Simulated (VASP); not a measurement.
A run of VASP 6.6.1 is set up as follows.

The input INCAR:

```
SYSTEM = BiP
PREC     = Accurate       ! precision mode
ENCUT    = 520            ! plane-wave cutoff, eV
EDIFF    = 1E-6           ! SCF threshold, eV
ISMEAR   = 0              ! smearing method
SIGMA    = 0.05           ! smearing width, eV
LREAL    = .False.        ! projectors in reciprocal space
LASPH    = .True.         ! aspherical terms in the spheres
NELM     = 60             ! most SCF steps
ALGO     = Normal         ! electronic algorithm
ISIF     = 2              ! what is computed and relaxed
LWAVE    = .False.        ! write WAVECAR
LCHARG   = .True.         ! write CHGCAR
GGA      = PE             ! functional
LELF     = .True.         ! ELF
LVHAR    = .True.       
NBANDS   = 28             ! bands
```

File KPOINTS:

```
Automatic mesh
0
Gamma
  8 8 8
  0 0 0
```

File POSCAR:

```
BiP
1.0
    4.9496243142     -0.0072323904      0.0432669397
   -0.0072323904      4.8982348567      0.0554952489
    0.0386840306      0.0496170961      4.3637820485
Bi P
2 2
Direct
    0.5009659658     -0.0032912364      0.2769487933
   -0.0562595677      0.5166341021      0.7383545789
    0.0652594599     -0.0094666068     -0.0042711893
    0.4900341421      0.4961237411     -0.0110321828
```

Potentials or basis: VASP PAW PBE potentials, release 64 (Bi_d, P).

Command:

```console
$ cat potpaw_PBE.64/Bi_d/POTCAR potpaw_PBE.64/P/POTCAR > POTCAR
$ mpirun -np 1 vasp_std > vasp.out
```

Q: Estimate the pressure.

A: 5.8 GPa.

Q: Estimate the band gap on the k mesh.

A: Zero (bands 20 and 21 overlap by 0.85 eV).

Q: Predict the largest force.

A: 1.976 eV/Å.

Forces on the atoms (eV/Å):
```
Bi   1.045 -0.077  1.004
Bi   1.524 -0.383 -1.198
P   -1.564  0.360 -0.475
P   -1.005  0.099  0.669
```

Caveat: the cell differs from its parent crystal (atoms moved at random and the cell strained at random); the stress differs along the axes, from 3 to 10 GPa; spin-orbit coupling is left out, which moves the levels of the heavy elements; forces of over 1 eV/Å act on the atoms, so gaps and moduli don't describe the material at rest.
